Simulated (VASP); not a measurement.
Al2InN3:

```
Al In N
1.0
     4.54439    0.00000    0.00000
    -2.27220    3.93556    0.00000
     0.00000    0.00000    5.15188
Al In N
2 1 3
Direct
  0.33333 0.66667 0.50000
  0.66667 0.33333 0.50000
  0.00000 0.00000 0.00000
  0.45638 0.00000 0.00000
  0.00000 0.45638 0.00000
  0.54362 0.54362 0.00000
```

- Program: VASP 6.6.1
- Task: relaxation of cell and atoms
- Functional: PBE
- Potentials or basis: VASP PAW PBE potentials, release 64 (Al, In_d, N)
- Cutoff: 600 eV
- k mesh: 6 × 6 × 4
- Occupations: gaussian, width 0.1 eV
- Spin: no spin polarisation

At the start: pressure -1.4 GPa; volume 15.36 Å³/atom.

Where does the relaxation end?

Over 29 steps the energy falls by 1878.6 meV/atom and the volume is 10.90 Å³/atom (-29.0 %); space group P-62m (No. 189, to 0.05 Å).

Step by step:
```
step  energy change (eV)  largest force (eV/Å)  pressure (GPa)  volume (Å³)
   1              0.0000                0.6409           -1.38        92.14
   2             -0.6681                0.0476           -5.82        90.13
   3             -3.9430                0.6904          -14.10        81.52
   4             10.8840                0.2906          165.79        49.74
   5             -5.3353                0.4960          -14.78        78.81
   6            -10.3130                0.0749           -0.42        66.31
   7            -10.3098                0.0668            2.45        65.49
   8            -10.2754                0.0765           -5.50        68.83
   9            -10.3169                0.0709           -0.04        66.45
  10            -10.3195                0.0931           -0.16        66.43
  11            -10.3265                0.1855           -0.52        66.35
  12            -10.3889                0.6049           -1.55        66.15
  13            -10.3875                1.1284           -1.65        65.61
  14            -10.4458                0.9058           -1.91        65.94
  15            -10.4477                0.9402           -1.93        65.90
  16            -10.4475                0.9289           -1.92        65.91
  17            -10.4588                0.9350           -1.75        65.86
  18            -10.4901                0.9552           -1.25        65.69
  19            -10.5406                0.9927           -0.17        65.35
  20            -10.5908                1.0534            2.20        64.66
  21            -10.6277                1.0904            1.92        64.72
  22            -10.7427                1.1289            1.14        64.91
  23            -10.9663                1.0295           -0.35        65.30
  24            -11.2548                0.2679           -2.25        66.07
  25            -11.2579                0.1892           -2.37        66.31
  26            -11.2639                0.0349           -2.35        66.20
  27            -11.2679                0.1694            0.81        65.11
  28            -11.2703                0.0894           -0.41        65.52
  29            -11.2717                0.0363           -0.21        65.42
```

Final structure:
```
Al In N
1.0
     5.26500    0.00000    0.00000
    -2.63250    4.55962    0.00000
     0.00000    0.00000    2.72531
Al In N
2 1 3
Direct
  0.33333 0.66667 0.50000
  0.66667 0.33333 0.50000
  0.00000 0.00000 0.00000
  0.58805 0.00000 0.00000
  0.00000 0.58805 0.00000
  0.41195 0.41195 0.00000
```

Caveat: the volume moved by over 15 % at a fixed basis, so the end points are rough.
